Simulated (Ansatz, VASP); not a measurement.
## Two plane-wave programs on BaHfO3

```
Ba Hf O
1.0
     5.97981    0.00000    0.00000
    -2.98990    5.17867    0.00000
     0.00000    0.00000    5.53705
Ba Hf O
2 2 6
Direct
  0.33333 0.66667 0.75000
  0.66667 0.33333 0.25000
  0.00000 0.00000 0.00000
  0.00000 0.00000 0.50000
  0.84703 0.69405 0.75000
  0.30595 0.15297 0.75000
  0.84703 0.15297 0.75000
  0.15297 0.30595 0.25000
  0.69405 0.84703 0.25000
  0.15297 0.84703 0.25000
```

Alike in both runs: task relaxation of cell and atoms; functional PBE; k mesh 6 × 6 × 4; occupations gaussian, width 0.02 eV; no spin polarisation.

```csv
,VASP,Ansatz
version,VASP 6.6.1,Ansatz 0.2.0
potentials or method,"VASP PAW PBE potentials, release 64 (Ba_sv, Hf_pv, O), cutoff 600 eV","scalar-relativistic, plane waves, PAW"
valence electrons in the cell,76,108
```

|  | VASP | Ansatz | Ansatz less VASP |
| --- | --- | --- | --- |
| gap on the k mesh at the Fermi level, each at its own relaxed structure (eV) | 3.09 | 3.03 | -0.067 |
| relaxed volume (Å³/atom) | 17.15 | 17.14 | -0.011 |
| relaxed cell length with the largest relative difference (Å) | 5.517 | 5.538 | +0.0209 |

VASP's potentials hold 76 valence electrons a cell and Ansatz's 108, so a difference there can come from the potentials and not from the codes.

Neither program's run includes spin-orbit coupling.
